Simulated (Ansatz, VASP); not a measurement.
ZrC in VASP and in Ansatz

The input POSCAR:

```
ZrC
1.0
    0.0000000000      2.5455200000      2.5455200000
    2.5455200000      0.0000000000      2.5455200000
    2.5455200000      2.5455200000      0.0000000000
Zr C
1 1
Direct
    0.5000000000      0.5000000000      0.5000000000
    0.7500000000      0.7500000000      0.7500000000
```

File INCAR.step1:

```
SYSTEM = ZrC
  PREC = Accurate
  ENCUT = 520
  EDIFF = 1E-5
  ISMEAR = -1
  SIGMA = 0.05
  LREAL = .False.
  LASPH = .True.
  NELM = 100
  ALGO = Normal
  ISIF = 2
  LWAVE = .True.
  NBANDS = 15
  GGA = PE
```

The input INCAR.step2:

```
SYSTEM = ZrC
  PREC = Accurate
  ENCUT = 520
  EDIFF = 1E-6
  ISMEAR = -1
  SIGMA = 0.05
  LREAL = .False.
  LASPH = .True.
  NELM = 100
  ALGO = Normal
  ISIF = 2
  LWAVE = .False.
  LCHARG = .True.
  METAGGA = R2SCAN
  LHFCALC = .True.
  AEXX = 0.5
  LMIXTAU = .True.
  PRECFOCK = Normal
  LELF = .True.
  LVHAR = .True.
  NBANDS = 15
  ISTART = 1
```

File KPOINTS:

```
regular mesh
0
Gamma
  5 5 5
  0 0 0
```

input.yaml

```yaml
crystal:
  lattice:
    - [0.0, 2.54552, 2.54552]
    - [2.54552, 0.0, 2.54552]
    - [2.54552, 2.54552, 0.0]
  atoms:
    - { symbol: Zr, position: [0.5, 0.5, 0.5] }
    - { symbol: C, position: [0.75, 0.75, 0.75] }
hamiltonian:
  xc: r2scan50
  pseudopotentials: { kind: paw }
kpoints:
  mp_grid: { grid: [5, 5, 5] }
  band_path:
    path:
      - [[0.0, 0.0, 0.0], [0.5, 0.0, 0.5], [0.5, 0.25, 0.75], [0.375, 0.375, 0.75], [0.0, 0.0, 0.0], [0.5, 0.5, 0.5], [0.625, 0.25, 0.625], [0.5, 0.25, 0.75], [0.5, 0.5, 0.5], [0.375, 0.375, 0.75]]
      - [[0.625, 0.25, 0.625], [0.5, 0.0, 0.5]]
    npoints: 4
scf:
  occupations: { method: fermi_dirac, width: 0.05 }
  n_extra_bands: 6
output:
  forces: true
  stress: true
  eigenvalues: true
  fatbands: false
```

Alike in both runs: functional r2SCAN50; k mesh 5 × 5 × 5; occupations fermi-dirac, width 0.05 eV; no spin polarisation.

|  | VASP | Ansatz |
| --- | --- | --- |
| version | VASP 6.6.1 | Ansatz 0.2.0 |
| potentials or method | VASP PAW PBE potentials, release 64 (Zr_sv, C) | Ansatz PAW |
| plane-wave cutoff (eV) | 520 | 500 |
| valence electrons in the cell | 16 | 16 |
| task | single point | band structure |

|  | VASP | Ansatz | Ansatz less VASP |
| --- | --- | --- | --- |
| gap on the k mesh at the Fermi level (eV) | 3.79 | 3.73 | -0.065 |
| pressure (GPa) | -2.5 | -2.5 | -0.02 |

VASP's potentials were made for PBE, not for r2SCAN50. The functional is the same, so the differences come from potentials, cutoffs and numerics.

The k mesh is coarse, so the values compare programs but aren't converged.
